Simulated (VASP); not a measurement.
# Pt (Im-3m) in VASP: single point with PBE

Aim: the single point of Pt with PBE.

Program: VASP 6.6.1. These are calculated values, not measurements. Logs are shortened: lines on timing, memory, paths and dates and some standing lists are left out, and cuts for length are marked.

### Step 1. The cell of the first run

The structure is cubic, space group Im-3m (No. 229). Conventional cell: a = 3.163 Å, b = 3.163 Å, c = 3.163 Å, α = 90.00°, β = 90.00°, γ = 90.00°. Within 3.6 Å of Pt (site symmetry m-3m) lie 14 Pt at 2.74 to 3.16 Å.

This isn't the form of Pt at room conditions, which is fcc.

### Step 2. Single point, PBE

INCAR

```
SYSTEM = Pt
PREC     = Accurate       ! precision mode
ENCUT    = 520            ! plane-wave cutoff, eV
EDIFF    = 1E-7           ! SCF threshold, eV
ISMEAR   = 0              ! smearing method
SIGMA    = 0.15           ! smearing width, eV
LREAL    = .FALSE.        ! projectors in reciprocal space
LASPH    = .TRUE.         ! aspherical terms in the spheres
NELM     = 100            ! most SCF steps
ALGO     = Fast           ! electronic algorithm
ISIF     = 2              ! what is computed and relaxed
LWAVE    = .FALSE.        ! write WAVECAR
LCHARG   = .FALSE.        ! write CHGCAR
GGA      = PE             ! functional
NBANDS   = 39             ! bands
```

KPOINTS

```
regular mesh
0
G
  14 14 5
  0 0 0
```

POSCAR

```
Pt
1.0
   -3.1627959429      0.0000000000      0.0000000000
    0.0000000000     -3.1627959429      0.0000000000
    0.0000000000      0.0000000000      9.4883878288
Pt
6
Direct
    0.5000000000      0.5000000000      0.1666666667
    0.0000000000      0.0000000000      0.0000000000
    0.5000000000      0.5000000000      0.5000000000
    0.0000000000      0.0000000000      0.3333333333
    0.5000000000      0.5000000000      0.8333333333
    0.0000000000      0.0000000000      0.6666666667
```

Potentials or basis: VASP PAW PBE potentials, release 64 (Pt).

Run with:

```
cat potpaw_PBE.64/Pt/POTCAR > POTCAR
mpirun -np 1 vasp_std > vasp.out
```

OUTCAR:

```text
SYSTEM = Pt
   PREC = Accurate
   ENCUT = 520
   EDIFF = 1E-7
   ISMEAR = 0
   LREAL = .FALSE.
   LASPH = .TRUE.
   NELM = 100
   ISIF = 2
   GGA = PE

 ion  position               nearest neighbor table
   1  0.500  0.500  0.167-   4 2.74   4 2.74   4 2.74   4 2.74   2 2.74   2 2.74   2 2.74   2 2.74
                             3 3.16   5 3.16
   2  0.000  0.000  0.000-   1 2.74   5 2.74   1 2.74   5 2.74   1 2.74   5 2.74   1 2.74   5 2.74
                             4 3.16   6 3.16
   3  0.500  0.500  0.500-   4 2.74   6 2.74   4 2.74   6 2.74   4 2.74   6 2.74   4 2.74   6 2.74
                             5 3.16   1 3.16
   4  0.000  0.000  0.333-   1 2.74   1 2.74   1 2.74   1 2.74   3 2.74   3 2.74   3 2.74   3 2.74
                             2 3.16   6 3.16
   5  0.500  0.500  0.833-   6 2.74   6 2.74   6 2.74   6 2.74   2 2.74   2 2.74   2 2.74   2 2.74
                             3 3.16   1 3.16
   6  0.000  0.000  0.667-   5 2.74   5 2.74   5 2.74   5 2.74   3 2.74   3 2.74   3 2.74   3 2.74
                             2 3.16   4 3.16

  LATTYP: Found a simple tetragonal cell.
 ALAT       =     3.1627959429
 C/A-ratio  =     3.0000000000

  Lattice vectors:

 A1 = (  -3.1627959429,   0.0000000000,   0.0000000000)
 A2 = (   0.0000000000,  -3.1627959429,   0.0000000000)
 A3 = (   0.0000000000,   0.0000000000,   9.4883878288)

Analysis of symmetry for initial positions (statically):
=====================================================================
 Subroutine PRICEL returns following result:

  LATTYP: Found a body centered cubic cell.
 ALAT       =     3.1627959425

  Lattice vectors:

 A1 = (  -1.5813979714,  -1.5813979714,  -1.5813979708)
 A2 = (   1.5813979714,  -1.5813979714,   1.5813979708)
 A3 = (  -1.5813979714,   1.5813979714,   1.5813979718)

   6 primitive cells build up your supercell.

 Routine SETGRP: Setting up the symmetry group for a
 simple tetragonal supercell.

 Subroutine GETGRP returns: Found 16 space group operations
 (whereof 16 operations were pure point group operations)
 out of a pool of 16 trial point group operations.

The static configuration has the point symmetry D_4h.

Analysis of symmetry for dynamics (positions and initial velocities):
=====================================================================
 Subroutine PRICEL returns following result:

  LATTYP: Found a body centered cubic cell.
 ALAT       =     3.1627959425

  Lattice vectors:

 A1 = (  -1.5813979714,  -1.5813979714,  -1.5813979708)
 A2 = (   1.5813979714,  -1.5813979714,   1.5813979708)
 A3 = (  -1.5813979714,   1.5813979714,   1.5813979718)

   6 primitive cells build up your supercell.

 Routine SETGRP: Setting up the symmetry group for a
 simple tetragonal supercell.

 Subroutine GETGRP returns: Found 16 space group operations
 (whereof 16 operations were pure point group operations)
 out of a pool of 16 trial point group operations.

The dynamic configuration has the point symmetry D_4h.

 Subroutine INISYM returns: Found 16 space group operations
 (whereof 16 operations are pure point group operations),
 and found     6 'primitive' translations

----------------------------------------------------------------------------------------

                                     Primitive cell

  volume of cell :      15.8192

  direct lattice vectors                    reciprocal lattice vectors
    -1.581397971 -1.581397971 -1.581397971    -0.316175946 -0.316175946  0.000000000
     1.581397971 -1.581397971  1.581397971     0.000000000 -0.316175946  0.316175946
    -1.581397971  1.581397971  1.581397972    -0.316175946  0.000000000  0.316175946

  length of vectors
     2.739061633  2.739061633  2.739061634     0.447140311  0.447140311  0.447140311

  position of ions in fractional coordinates (direct lattice)
     0.000000000  0.000000000  0.000000000

  ion indices of the primitive-cell ions
   primitive index   ion index
                 1           1

----------------------------------------------------------------------------------------

 KPOINTS: regular mesh

Automatic generation of k-mesh.
 Grid dimensions read from file:
 generate k-points for:   14   14    5

 Generating k-lattice:

  Cartesian coordinates                     Fractional coordinates (reciprocal lattice)
    -0.022583996  0.000000000  0.000000000     0.071428571  0.000000000  0.000000000
     0.000000000 -0.022583996  0.000000000     0.000000000  0.071428571  0.000000000
     0.000000000  0.000000000  0.021078396     0.000000000  0.000000000  0.200000000

  Length of vectors
     0.022583996  0.022583996  0.021078396

  Shift w.r.t. Gamma in fractional coordinates (k-lattice)
     0.000000000  0.000000000  0.000000000

 Subroutine IBZKPT returns following result:
 ===========================================

 Found    108 irreducible k-points:

 Following reciprocal coordinates:
            Coordinates               Weight
  0.000000  0.000000  0.000000      1.000000
  0.071429  0.000000  0.000000      4.000000
  0.142857  0.000000  0.000000      4.000000
  0.214286  0.000000  0.000000      4.000000
  0.285714  0.000000  0.000000      4.000000
  0.357143  0.000000  0.000000      4.000000
[... 16 lines left out ...]
  0.285714  0.214286  0.000000      8.000000
  0.357143  0.214286  0.000000      8.000000
 [... further k-points ...]
   k-points           NKPTS =    108   k-points in BZ     NKDIM =    108   number of bands    NBANDS=     39
   number of dos      NEDOS =    301   number of ions     NIONS =      6
   total plane-waves  NPLWV =  41472
   dimension x,y,z NGX =    24 NGY =   24 NGZ =   72
   dimension x,y,z NGXF=    48 NGYF=   48 NGZF=  144
   ions per type =               6
   NGX,Y,Z   is equivalent  to a cutoff of  12.62, 12.62, 12.62 a.u.
   NGXF,Y,Z  is equivalent  to a cutoff of  25.23, 25.23, 25.23 a.u.
 SYSTEM =  Pt
   PREC   = accura    normal or accurate (medium, high low for compatibility)
   ISTART =      0    job   : 0-new  1-cont  2-samecut
   ICHARG =      2    charge: 1-file 2-atom 10-const
   ISPIN  =      1    spin polarized calculation?
   LNONCOLLINEAR =      F non collinear calculations
   LSORBIT =      F    spin-orbit coupling
   LASPH  =      T    aspherical Exc in radial PAW
   ENCUT  =  520.0 eV  38.22 Ry    6.18 a.u.   5.88  5.88 17.64*2*pi/ulx,y,z
   NELM   =    100;   NELMIN=  2; NELMDL= -5     # of ELM steps
   EDIFF  = 0.1E-06   stopping-criterion for ELM
   LREAL  =      F    real-space projection
   EDIFFG = 0.1E-05   stopping-criterion for IOM
   NSW    =      0    number of steps for IOM
   IBRION =     -1    ionic relax: 0-MD 1-quasi-New 2-CG
   NFREE  =      0    steps in history (QN), initial steepest desc. (CG)
   ISIF   =      2    stress and relaxation
   ISYM   =      2    0-nonsym 1-usesym 2-fastsym
   POTIM  = 0.5000    time-step for ionic-motion
   TEBEG  =    0.0;   TEEND  =   0.0 temperature during run
   PSTRESS=    0.0 pullay stress
   NELECT =      60.0000    total number of electrons
   NUPDOWN=      -1.0000    fix difference up-down
   EMIN   =  10.00;   EMAX   =-10.00  energy-range for DOS
   EFERMI =   0.00;   METHOD = LEGACY
   ISMEAR =     0;   SIGMA  =   0.15  broadening in eV -4-tet -1-fermi 0-gaus
   EFERMI_NEDOS =   21; number of points for ismear=-14 and -15
   IALGO  =     68    algorithm
   IMIX   =      4    mixing-type and parameters
     AMIX     =   0.40;   BMIX     =  1.00
     AMIX_MAG =   1.60;   BMIX_MAG =  1.00
  volume/ion in A,a.u.               =      15.82       106.75
  Fermi-wavevector in a.u.,A,eV,Ry     =   1.405013  2.655089 26.858735  1.974061
  Thomas-Fermi vector in A             =   2.527517
   LORBIT       =      0    0 simple, 1 ext, 2 COOP (PROOUT), +10 PAW based schemes
   GGA     = PE    functional components
   LHFCALC =     F    Hartree Fock is set to
   AEXX    =    0.0000 exact exchange contribution
   IVDW    =     0    specifies the selected vdW correction
   LEPSILON=     F    determine dielectric tensor
   LRPA    =     F    only Hartree local field effects (RPA)
 non-spin polarized calculation
 RMM-DIIS sequential band-by-band and
 Gauss-broadening in eV      SIGMA  =   0.15
  energy-cutoff  :      520.00
  volume of cell :       94.91
 maximum number of plane-waves:      2608
 NGX is ok and might be reduce to    24
   NGX = 11   NGY = 11   NGZ = 35

 number of electron      60.0000018 magnetization

 Free energy of the ion-electron system (eV)
  ---------------------------------------------------
  ext. energy  EPLUGINS =         0.00000000
  ---------------------------------------------------
  free energy    TOTEN  =       -36.05339013 eV

  energy without entropy =      -35.98697644  energy(sigma->0) =      -36.02018329

 E-fermi :  10.1865     XC(G=0): -13.1965

 val. band max:       10.1758411128   @ k =   0.4286   0.3571   0.4000
 cond. band min:      10.1912763486   @ k =   0.0714   0.0000   0.2000
 fundamental gap:      0.0154352358
 Fermi energy:        10.1864715178

 k-point     1 :       0.0000    0.0000    0.0000
  band No.  band energies     occupation
      1       0.6942      2.00000
      2       2.7688      2.00000
      3       2.7688      2.00000
      4       4.1204      2.00000
      5       4.1205      2.00000
      6       5.0802      2.00000
[... 31 lines left out ...]
     38      17.8435      0.00000
     39      22.6834      0.00000

 k-point     2 :       0.0714    0.0000    0.0000
  band No.  band energies     occupation
      1       0.7985      2.00000
      2       2.8282      2.00000
      3       2.8282      2.00000
      4       4.1699      2.00000
      5       4.1896      2.00000
      6       5.0800      2.00000
[... 31 lines left out ...]
     38      18.1501      0.00000
     39      21.5767      0.00000

 k-point     3 :       0.1429    0.0000    0.0000
  band No.  band energies     occupation
      1       1.1067      2.00000
      2       2.9873      2.00000
      3       2.9873      2.00000
      4       4.3172      2.00000
      5       4.3844      2.00000
      6       4.9900      2.00000
[... 832 lines left out ...]
 k-point    23 :       0.2857    0.2143    0.0000
  band No.  band energies     occupation
      1       2.8450      2.00000
      2       4.2136      2.00000
      3       4.2136      2.00000
      4       4.8378      2.00000
      5       5.0726      2.00000
      6       5.0726      2.00000
[... 31 lines left out ...]
     38      16.7852      0.00000
     39      17.3575      0.00000

 k-point    24 :       0.3571    0.2143    0.0000
  band No.  band energies     occupation
      1       3.3680      2.00000
      2       4.4010      2.00000
      3       4.4010      2.00000
      4       4.7877      2.00000
      5       4.8076      2.00000
      6       4.8076      2.00000
[... 31 lines left out ...]
     38      16.1845      0.00000
     39      18.4449      0.00000

 [... further k-points ...]
[... 5 lines left out ...]
  --------------------------------------------------------------------------------------
  -------------------------------------------------------------------------------------
  Total       -0.1753196     -0.1753196     -0.1368552      0.0000000     -0.0000000      0.0000000
  in kB       -2.9594185     -2.9594185     -2.3101329      0.0000000     -0.0000000      0.0000000
  external PRESSURE =      -2.7429899 kB  Pullay stress =       0.0000000 kB

 VOLUME and BASIS-vectors are now :
 -----------------------------------------------------------------------------
  energy-cutoff  :      520.00
  volume of cell :       94.91
      direct lattice vectors                 reciprocal lattice vectors
    -3.162795943  0.000000000  0.000000000    -0.316175946  0.000000000  0.000000000
     0.000000000 -3.162795943  0.000000000     0.000000000 -0.316175946  0.000000000
     0.000000000  0.000000000  9.488387829     0.000000000  0.000000000  0.105391982

 POSITION                                       TOTAL-FORCE (eV/Angst)
 -----------------------------------------------------------------------------------
     -1.58140     -1.58140      1.58140        -0.000000      0.000000     -0.000000
      0.00000      0.00000      0.00000        -0.000000     -0.000000     -0.000000
     -1.58140     -1.58140      4.74419        -0.000000      0.000000     -0.000000
      0.00000      0.00000      3.16280         0.000000     -0.000000      0.000000
     -1.58140     -1.58140      7.90699         0.000000     -0.000000      0.000000
      0.00000      0.00000      6.32559        -0.000000      0.000000     -0.000000
 -----------------------------------------------------------------------------------
    total drift:                               -0.000000      0.000000      0.000000

  FREE ENERGIE OF THE ION-ELECTRON SYSTEM (eV)
  ---------------------------------------------------
  free  energy   TOTEN  =       -36.0533901293 eV

  energy  without entropy=      -35.9869764437  energy(sigma->0) =      -36.02018329
```

Run time: 7.8 min. Hardware: 1 thread of Intel Xeon 8259CL, shared host; peak memory 0.39 GiB.

What came out:

* Free energy: -36.0534 eV
* Pressure: -0.3 GPa
* Band gap on the k mesh: zero (bands 30 and 31 overlap by 1.10 eV)

Levels at points of the mesh, in eV from the Fermi level:
```
           k point  band 26  band 27  band 28  band 29  band 30  band 31  band 32  band 33  band 34  band 35
(0.00, 0.00, 0.00)    -1.00    -0.66    -0.66    -0.49    -0.49     0.51     0.51     0.51     1.82     1.82
(0.50, 0.00, 0.00)    -1.34     0.02     0.02     0.56     0.56     0.56     0.56     0.58     0.58     0.58
(0.50, 0.50, 0.00)    -0.63    -0.63    -0.63     0.26     0.26     1.04     1.04     5.18     5.18     5.18
```

Caveat: spin-orbit coupling is left out, which moves the levels of the heavy elements.
